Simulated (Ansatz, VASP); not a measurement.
## One calculation of CaS, two programs

INCAR

```
ALGO = Normal
EDIFF = 1E-6
ENCUT = 500
GGA = PS
GGA_COMPAT = False
ISIF = 2
ISMEAR = 0
LASPH = True
LCHARG = False
LREAL = False
LWAVE = False
NBANDS = 15
NELM = 120
PREC = Accurate
SIGMA = 0.01
```

KPOINTS

```
k-points
0
Gamma
  8 8 8
```

The input POSCAR:

```
CaS
1.0
    0.0000000000      2.8171705784      2.8171705784
    2.8171705784      0.0000000000      2.8171705784
    2.8171705784      2.8171705784      0.0000000000
Ca S
1 1
Direct
    0.0000000000      0.0000000000      0.0000000000
    0.5000000000      0.5000000000      0.5000000000
```

Input for Ansatz:

```yaml
crystal:
  lattice:
    - [0.0, 2.81717057841, 2.81717057841]
    - [2.81717057841, 0.0, 2.81717057841]
    - [2.81717057841, 2.81717057841, 0.0]
  atoms:
    - { symbol: Ca, position: [0.0, 0.0, 0.0] }
    - { symbol: S, position: [0.5, 0.5, 0.5] }
kpoints:
  mp_grid: { grid: [8, 8, 8] }
scf:
  occupations: { method: fixed }
hamiltonian:
  xc: pbesol
  pseudopotentials: { kind: all_electron, lapw: { basis_error: 0.001 } }
output:
  forces: true
  stress: true
  eigenvalues: true
  eigenstates:
    nscf_kmesh: { grid: [12, 12, 12] }
    de_dk: true
    e_range: [-9, 12.16019812355]
  optics:
    e_range: [0, 25]
    de: 0.2
    sigma: 0.1
    bands: { spectra_wanted_up_to: 25 }
    nscf_kmesh: { grid: [12, 12, 12] }
checkpoint:
  write: ck
  write_wavefunctions: false
```

Alike in both runs: task single point; functional PBEsol; k mesh 8 × 8 × 8; no spin polarisation.

|  | VASP | Ansatz |
| --- | --- | --- |
| version | VASP 6.6.1 | Ansatz 0.2.0 |
| potentials or method | VASP PAW PBE potentials, release 64 (Ca_sv, S), cutoff 500 eV | all-electron LAPW, scalar-relativistic |
| occupations | gaussian, width 0.01 eV | fixed |

Ansatz gave:

| Property | Result |
| --- | --- |
| gap on the k mesh at the Fermi level (eV) | 2.16 |
| pressure (GPa) | 0.0 |

Task: Estimate VASP's values.

Result: gap on the k mesh at the Fermi level (eV): 2.15; pressure (GPa): 0.2.

VASP's potentials were made for PBE, not for PBEsol. Ansatz ran all-electron here, and VASP with PAW potentials.
